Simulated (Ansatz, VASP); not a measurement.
## One calculation of SiO2, two programs

File INCAR:

```
ALGO = Normal
EDIFF = 1E-7
ENCUT = 520
GGA = CA
ISIF = 2
ISMEAR = 0
LASPH = T
LCHARG = T
LELF = T
LREAL = F
LVHAR = T
LWAVE = F
NBANDS = 25
NELM = 80
PREC = Accurate
SIGMA = 0.05
```

Contents of KPOINTS:

```
k-points
0
Gamma
  6 6 10
```

Contents of POSCAR:

```
SiO2
1.0
    4.1308777497      0.0000000000      0.0000000000
    0.0000000000      4.1308777497      0.0000000000
    0.0000000000      0.0000000000      2.9510990644
Si O
2 4
Direct
    0.5000000000      0.5000000000      0.5000000000
    0.0000000000      0.0000000000      0.0000000000
    0.6944252994      0.6944252994      0.0000000000
    0.1944252994      0.8055747006      0.5000000000
    0.3055747006      0.3055747006      0.0000000000
    0.8055747006      0.1944252994      0.5000000000
```

Input for Ansatz:

```yaml
crystal:
  lattice:
    - [4.1308777497, 0.0, 0.0]
    - [0.0, 4.1308777497, 0.0]
    - [0.0, 0.0, 2.9510990644]
  atoms:
    - { symbol: Si, position: [0.5, 0.5, 0.5] }
    - { symbol: Si, position: [0.0, 0.0, 0.0] }
    - { symbol: O, position: [0.6944252994, 0.6944252994, 0.0] }
    - { symbol: O, position: [0.1944252994, 0.8055747006, 0.5] }
    - { symbol: O, position: [0.3055747006, 0.3055747006, 0.0] }
    - { symbol: O, position: [0.8055747006, 0.1944252994, 0.5] }
basis:
  ecutwfc: 520.0
kpoints:
  mp_grid: { grid: [6, 6, 10] }
hamiltonian:
  xc: lda
  pseudopotentials: { kind: paw, azcp: { folder: soft_1 } }
scf:
  occupations: { method: gaussian, width: 0.05 }
output:
  forces: true
  stress: true
  eigenvalues: true
```

Alike in both runs: task single point; functional LDA; k mesh 6 × 6 × 10; occupations gaussian, width 0.05 eV; no spin polarisation.

|  | VASP | Ansatz |
| --- | --- | --- |
| version | VASP 6.6.1 | Ansatz 0.2.0 |
| potentials or method | VASP PAW LDA potentials, release 64 (Si, O), cutoff 520 eV | scalar-relativistic, plane waves, PAW |
| valence electrons in the cell | 32 | 32 |

Ansatz gave:

```
gap on the k mesh at the Fermi level (eV)                     : 3.83
least direct gap on the mesh (eV)                             : 3.83
pressure (GPa)                                                : -27.2
traceless stress, the component that is largest in VASP (GPa) : -27.42
rms of the force components (eV/Å)                            : 0.171
```

**Question.** Estimate VASP's values.

**Answer.** gap on the k mesh at the Fermi level (eV): 3.83; least direct gap on the mesh (eV): 3.83; pressure (GPa): -26.3; traceless stress, the component that is largest in VASP (GPa): -27.31; rms of the force components (eV/Å): 0.166.

Ansatz warns that its potentials were made for another functional, while VASP's fit it. LDA's correlation is that of Perdew and Zunger in VASP and of Perdew and Wang (1992) in Ansatz. Atom by atom the forces differ by 0.005 eV/Å (rms over components).
